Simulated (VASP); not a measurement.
# Rh (Im-3m) in VASP: further runs

Rh is run at these levels: PBEsol; tasks: single point.

Program: VASP 6.6.1. These are calculated values, not measurements. Logs are shortened: lines on timing, memory, paths and dates and some standing lists are left out, and cuts for length are marked.

## (1) The cell of the first run

It takes space group Im-3m (No. 229, cubic). Conventional cell: a = 2.948 Å, b = 2.948 Å, c = 2.948 Å, α = 90.00°, β = 90.00°, γ = 90.00°. Within 3.4 Å of Rh (site symmetry m-3m) lie 14 Rh at 2.55 to 2.95 Å.

## (2) Single point, PBEsol (volume scaled by 0.92)

Contents of INCAR:

```
SYSTEM = Rh
PREC = Accurate
ENCUT = 520
EDIFF = 1E-6
ISMEAR = -1
SIGMA = 0.1
LREAL = .False.
LASPH = .True.
NELM = 100
ALGO = Normal
ISIF = 2
LWAVE = .False.
LCHARG = .False.
GGA = PS
NBANDS = 14
```

Contents of KPOINTS:

```
Automatic mesh
0
Gamma
  16 16 16
  0 0 0
```

Contents of POSCAR:

```
Rh
1.0
   -1.4737508581      1.4737508581      1.4737508581
    1.4737508581     -1.4737508581      1.4737508581
    1.4737508581      1.4737508581     -1.4737508581
Rh
1
Direct
    0.0000000000      0.0000000000      0.0000000000
```

Potentials or basis: VASP PAW PBE potentials, release 64 (Rh_pv).

On the command line:

```
> cat potpaw_PBE.64/Rh_pv/POTCAR > POTCAR
> mpirun -np 1 vasp_std > vasp.out
```

OUTCAR:

```text
SYSTEM = Rh
   PREC = Accurate
   ENCUT = 520
   EDIFF = 1E-6
   ISMEAR = -1
   LREAL = .False.
   LASPH = .True.
   NELM = 100
   ISIF = 2
   GGA = PS

 ion  position               nearest neighbor table
   1  0.000  0.000  0.000-

  LATTYP: Found a body centered cubic cell.
 ALAT       =     2.9475017162

  Lattice vectors:

 A1 = (  -1.4737508581,   1.4737508581,   1.4737508581)
 A2 = (   1.4737508581,  -1.4737508581,   1.4737508581)
 A3 = (   1.4737508581,   1.4737508581,  -1.4737508581)

Analysis of symmetry for initial positions (statically):
=====================================================================
 Subroutine PRICEL returns:
 Original cell was already a primitive cell.

 Routine SETGRP: Setting up the symmetry group for a
 body centered cubic supercell.

 Subroutine GETGRP returns: Found 48 space group operations
[... 9 lines left out ...]

 Routine SETGRP: Setting up the symmetry group for a
 body centered cubic supercell.

 Subroutine GETGRP returns: Found 48 space group operations
[... 11 lines left out ...]
                                     Primitive cell

  volume of cell :      12.8036

  direct lattice vectors                    reciprocal lattice vectors
    -1.473750858  1.473750858  1.473750858     0.000000000  0.339270371  0.339270371
     1.473750858 -1.473750858  1.473750858     0.339270371  0.000000000  0.339270371
     1.473750858  1.473750858 -1.473750858     0.339270371  0.339270371  0.000000000

  length of vectors
     2.552611364  2.552611364  2.552611364     0.479800760  0.479800760  0.479800760

  position of ions in fractional coordinates (direct lattice)
     0.000000000  0.000000000  0.000000000

  ion indices of the primitive-cell ions
   primitive index   ion index
                 1           1

----------------------------------------------------------------------------------------

 KPOINTS: Automatic mesh

Automatic generation of k-mesh.
 Grid dimensions read from file:
 generate k-points for:   16   16   16

 Generating k-lattice:

  Cartesian coordinates                     Fractional coordinates (reciprocal lattice)
     0.000000000  0.021204398  0.021204398     0.062500000  0.000000000  0.000000000
     0.021204398  0.000000000  0.021204398     0.000000000  0.062500000  0.000000000
     0.021204398  0.021204398  0.000000000     0.000000000  0.000000000  0.062500000

  Length of vectors
     0.029987547  0.029987547  0.029987547
[... 52 lines left out ...]
   ENCUT  =  520.0 eV  38.22 Ry    6.18 a.u.   4.75  4.75  4.75*2*pi/ulx,y,z
   NELM   =    100;   NELMIN=  2; NELMDL= -5     # of ELM steps
   EDIFF  = 0.1E-05   stopping-criterion for ELM
   LREAL  =      F    real-space projection
   EDIFFG = 0.1E-04   stopping-criterion for IOM
   NSW    =      0    number of steps for IOM
   IBRION =     -1    ionic relax: 0-MD 1-quasi-New 2-CG
   NFREE  =      0    steps in history (QN), initial steepest desc. (CG)
   ISIF   =      2    stress and relaxation
   ISYM   =      2    0-nonsym 1-usesym 2-fastsym
   POTIM  = 0.5000    time-step for ionic-motion
   TEBEG  =    0.0;   TEEND  =   0.0 temperature during run
   PSTRESS=    0.0 pullay stress
   NELECT =      15.0000    total number of electrons
   NUPDOWN=      -1.0000    fix difference up-down
   EMIN   =  10.00;   EMAX   =-10.00  energy-range for DOS
   EFERMI =   0.00;   METHOD = LEGACY
   ISMEAR =    -1;   SIGMA  =   0.10  broadening in eV -4-tet -1-fermi 0-gaus
   EFERMI_NEDOS =   21; number of points for ismear=-14 and -15
   IALGO  =     38    algorithm
   IMIX   =      4    mixing-type and parameters
     AMIX     =   0.40;   BMIX     =  1.00
     AMIX_MAG =   1.60;   BMIX_MAG =  1.00
  volume/ion in A,a.u.               =      12.80        86.40
  Fermi-wavevector in a.u.,A,eV,Ry     =   1.725816  3.261320 40.524153  2.978441
  Thomas-Fermi vector in A             =   2.801245
   LORBIT       =      0    0 simple, 1 ext, 2 COOP (PROOUT), +10 PAW based schemes
   GGA     = PS    functional components
   LHFCALC =     F    Hartree Fock is set to
   AEXX    =    0.0000 exact exchange contribution
   IVDW    =     0    specifies the selected vdW correction
   LEPSILON=     F    determine dielectric tensor
   LRPA    =     F    only Hartree local field effects (RPA)
 non-spin polarized calculation
  energy-cutoff  :      520.00
  volume of cell :       12.80
 maximum number of plane-waves:       370
   NGX =  9   NGY =  9   NGZ =  9

 number of electron      15.0000007 magnetization

 Free energy of the ion-electron system (eV)
  ---------------------------------------------------
  ext. energy  EPLUGINS =         0.00000000
  ---------------------------------------------------
  free energy    TOTEN  =        -7.69941717 eV

  energy without entropy =       -7.63194896  energy(sigma->0) =       -7.66568306

 E-fermi :  12.9149     XC(G=0): -14.6640

 val. band max:       12.9129328492   @ k =  -0.4375   0.4375   0.3750
 cond. band min:      12.9170998441   @ k =   0.3750   0.1250   0.0625
 fundamental gap:      0.0041669949
 Fermi energy:        12.9148650223

 k-point     1 :       0.0000    0.0000    0.0000
  band No.  band energies     occupation
      1     -33.1794      2.00000
      2     -33.1794      2.00000
      3     -33.1794      2.00000
      4       4.5257      2.00000
      5       9.5816      2.00000
      6       9.5816      2.00000
      7       9.5816      2.00000
      8      12.3751      1.99099
      9      12.3751      1.99099
     10      31.4184      0.00000
     11      31.4184      0.00000
     12      31.4184      0.00000
     13      33.6016      0.00000
     14      42.6410      0.00000
[... 377 lines left out ...]
      1     -33.9299      2.00000
      2     -33.4914      2.00000
      3     -33.2605      2.00000
      4       7.3801      2.00000
      5       8.3990      2.00000
      6       9.6702      2.00000
      7      11.8753      1.99994
      8      12.9444      0.85340
      9      15.5100      0.00000
     10      26.8872      0.00000
     11      28.2921      0.00000
     12      32.4907      0.00000
     13      33.6156      0.00000
     14      36.0186      0.00000

 [... further k-points ...]
[... 5 lines left out ...]
  --------------------------------------------------------------------------------------
  -------------------------------------------------------------------------------------
  Total        2.1903795      2.1903795      2.1903795      0.0000000      0.0000000      0.0000000
  in kB      274.0928722    274.0928722    274.0928722      0.0000000      0.0000000      0.0000000
  external PRESSURE =     274.0928722 kB  Pullay stress =       0.0000000 kB

 VOLUME and BASIS-vectors are now :
 -----------------------------------------------------------------------------
  energy-cutoff  :      520.00
  volume of cell :       12.80
      direct lattice vectors                 reciprocal lattice vectors
    -1.473750858  1.473750858  1.473750858     0.000000000  0.339270371  0.339270371
     1.473750858 -1.473750858  1.473750858     0.339270371  0.000000000  0.339270371
     1.473750858  1.473750858 -1.473750858     0.339270371  0.339270371  0.000000000

 POSITION                                       TOTAL-FORCE (eV/Angst)
 -----------------------------------------------------------------------------------
      0.00000      0.00000      0.00000         0.000000      0.000000     -0.000000
 -----------------------------------------------------------------------------------
    total drift:                                0.000000     -0.000000      0.000000

  FREE ENERGIE OF THE ION-ELECTRON SYSTEM (eV)
  ---------------------------------------------------
  free  energy   TOTEN  =        -7.6994171664 eV

  energy  without entropy=       -7.6319489621  energy(sigma->0) =       -7.66568306
```

OSZICAR:

```text
N       E                     dE             d eps       ncg     rms          rms(c)
DAV:   1     0.119527527859E+03    0.11953E+03   -0.87915E+03  4060   0.117E+03
DAV:   2    -0.666923071471E+01   -0.12620E+03   -0.12066E+03  4510   0.344E+02
DAV:   3    -0.819548513838E+01   -0.15263E+01   -0.15222E+01  4810   0.415E+01
DAV:   4    -0.820065053274E+01   -0.51654E-02   -0.51652E-02  4714   0.248E+00
DAV:   5    -0.820069249854E+01   -0.41966E-04   -0.41964E-04  4690   0.197E-01    0.139E+01
DAV:   6    -0.772953784156E+01    0.47115E+00   -0.76535E-01  4288   0.118E+01    0.540E+00
DAV:   7    -0.770382515983E+01    0.25713E-01   -0.28024E-02  4828   0.205E+00    0.222E+00
DAV:   8    -0.769955539534E+01    0.42698E-02   -0.46980E-03  4204   0.948E-01    0.258E-01
DAV:   9    -0.769941267087E+01    0.14272E-03   -0.10944E-04  4558   0.147E-01    0.352E-02
DAV:  10    -0.769941698378E+01   -0.43129E-05   -0.21144E-06  4408   0.174E-02    0.160E-03
DAV:  11    -0.769941716636E+01   -0.18258E-06   -0.17901E-07  2402   0.571E-03
   1 F= -.76994172E+01 E0= -.76656831E+01  d E =-.674682E-01
```

stdout:

```text
POSCAR found type information on POSCAR Rh
 POSCAR found :  1 types and       1 ions
 scaLAPACK will be used
 -----------------------------------------------------------------------------
|                                                                             |
|                                                                             |
|     You enforced a specific xc type in the INCAR file but a different       |
|     I HOPE YOU KNOW WHAT YOU ARE DOING!                                     |
|                                                                             |
 -----------------------------------------------------------------------------

 LDA part: xc-table for (Slater+PW92), standard interpolation
 POSCAR, INCAR and KPOINTS ok, starting setup
 FFT: planning ... GRIDC
 FFT: planning ... GRID_SOFT
 FFT: planning ... GRID
 WAVECAR not read
 entering main loop
```

Wall time 21 s (1 thread of AMD EPYC 7R43 (Zen 3), shared host); peak memory 0.11 GiB.

What came out:

- Free energy: -7.6994 eV
- Pressure: 27.4 GPa

Levels at points of the mesh, in eV from the Fermi level:
```tsv
k point	band 4	band 5	band 6	band 7	band 8	band 9	band 10	band 11
(0.00, 0.00, 0.00)	-8.39	-3.33	-3.33	-3.33	-0.54	-0.54	18.50	18.50
(0.50, 0.00, 0.00)	-6.63	-5.08	-0.59	-0.11	1.23	1.88	10.35	14.67
(0.50, 0.50, 0.50)	-6.71	-6.71	1.28	1.28	1.28	9.85	9.85	9.85
```

Caveat: the PAW data sets were made with another functional, which shifts forces and pressure a little.

## (3) Single point, PBEsol (volume scaled by 0.96)

Contents of INCAR:

```
SYSTEM = Rh
PREC = Accurate
ENCUT = 520
EDIFF = 1E-6
ISMEAR = -1
SIGMA = 0.1
LREAL = .FALSE.
LASPH = .TRUE.
NELM = 100
ALGO = Normal
ISIF = 2
LWAVE = .FALSE.
LCHARG = .FALSE.
GGA = PS
NBANDS = 14
```

Contents of KPOINTS:

```
regular mesh
0
G
  16 16 16
  0 0 0
```

Contents of POSCAR:

```
Rh
1.0
   -1.4948072866      1.4948072866      1.4948072866
    1.4948072866     -1.4948072866      1.4948072866
    1.4948072866      1.4948072866     -1.4948072866
Rh
1
Direct
    0.0000000000      0.0000000000      0.0000000000
```

Potentials or basis: VASP PAW PBE potentials, release 64 (Rh_pv).

On the command line:

```
> cat potpaw_PBE.64/Rh_pv/POTCAR > POTCAR
> mpirun -np 1 vasp_std > vasp.out
```

It took 20 s on 1 thread of AMD EPYC 7R43 (Zen 3), shared host; peak memory 0.11 GiB.

The run converged. Its results:

| Item | Value |
| --- | --- |
| Free energy | -7.7673 eV |
| Pressure | 12.0 GPa |

Levels at points of the mesh, in eV from the Fermi level:
```tsv
k point	band 5	band 6	band 7	band 8	band 9	band 10	band 11	band 12
(0.00, 0.00, 0.00)	-3.13	-3.13	-3.13	-0.50	-0.50	18.47	18.47	18.47
(0.50, 0.00, 0.00)	-4.76	-0.55	-0.10	1.23	1.75	9.83	14.62	18.93
(0.50, 0.50, 0.50)	-6.29	1.19	1.19	1.19	9.63	9.63	9.63	19.88
```

Caveat: the PAW data sets were made with another functional, which shifts forces and pressure a little.
